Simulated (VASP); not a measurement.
A run of VASP 6.6.1 is set up as follows.

Contents of INCAR:

```
  PREC = Accurate
  ENCUT = 520
  EDIFF = 1E-6
  ISMEAR = 0
  SIGMA = 0.01
  LREAL = False
  LASPH = True
  NELM = 100
  ALGO = Normal
  ISIF = 2
  LWAVE = False
  LCHARG = True
  GGA = PE
  LELF = True
  LVHAR = True
  NBANDS = 24
```

The input KPOINTS:

```
Automatic mesh
0
Gamma
  5 5 5
```

File POSCAR:

```
KMgF3
1.0
    3.7983485192      0.0000000000      0.0000000000
    0.0000000000      3.7983485192      0.0000000000
    0.0000000000      0.0000000000      3.7983485192
K Mg F
1 1 3
Direct
    0.5000000000      0.5000000000      0.5000000000
    0.0000000000      0.0000000000      0.0000000000
    0.5000000000      0.0000000000      0.0000000000
    0.0000000000      0.5000000000      0.0000000000
    0.0000000000      0.0000000000      0.5000000000
```

Potentials or basis: VASP PAW PBE potentials, release 64 (K_sv, Mg, F).

The run is started by

```bash
$ cat potpaw_PBE.64/K_sv/POTCAR potpaw_PBE.64/Mg/POTCAR potpaw_PBE.64/F/POTCAR > POTCAR
$ mpirun -np 1 vasp_std > vasp.out
```

Q: Predict the pressure.

A: 19.7 GPa.

Q: What does it give for the band gap on the k mesh?

A: 8.58 eV, indirect (least direct gap 8.81 eV).

A k mesh can miss the band edges. PBE gaps usually lie below the measured ones, often by a third to a half.
